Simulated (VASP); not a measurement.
Set up this calculation in VASP 6.6.1, as the native input.

- Task: single point
- Functional: PBE
- Potentials or basis: VASP PAW PBE potentials, release 64 (K_sv, F)
- Cutoff: 520 eV
- k mesh: 6 × 6 × 2
- Occupations: gaussian, width 0.01 eV
- Spin: no spin polarisation
- Dipole correction: no
- Further INCAR settings: ALGO = Normal; EDIFF = 1e-06; NBANDS = 24

The structure of KF lies in POSCAR:

```
KF
1.0
    3.6599347855      0.0000000000      0.0000000000
   -1.8299673927      3.1695965005      0.0000000000
    0.0000000000      0.0000000000      6.4788134942
K F
2 2
Direct
    0.0000000000      0.0000000000      0.0000000000
    0.0000000000      0.0000000000      0.5000000000
    0.3333333333      0.6666666667      0.2500000000
    0.6666666667      0.3333333333      0.7500000000
```

These files were run (other wordings do the same):

INCAR

```
PREC = Accurate ; ENCUT = 520
EDIFF = 1E-6 ; ISMEAR = 0
SIGMA = 0.01 ; LREAL = F
LASPH = T ; NELM = 60
ALGO = Normal ; ISIF = 2
LWAVE = F ; LCHARG = F
GGA = PE ; NBANDS = 24
```

KPOINTS

```
regular mesh
0
Gamma
  6 6 2
```

Potentials or basis: VASP PAW PBE potentials, release 64 (K_sv, F).

Launch:

```bash
$ cat potpaw_PBE.64/K_sv/POTCAR potpaw_PBE.64/F/POTCAR > POTCAR
$ mpirun -np 1 vasp_std > vasp.out
```

It gave:

```yaml
Pressure: 2.0 GPa
Band_gap_on_the_k_mesh: 6.19 eV, direct
```

Caveat: the k points lie up to 0.48 Å⁻¹ apart.

Run time: 33 s on 1 thread of AMD EPYC 7R13 Processor (Zen 3), with other jobs on the host, peak memory 0.15 GiB.
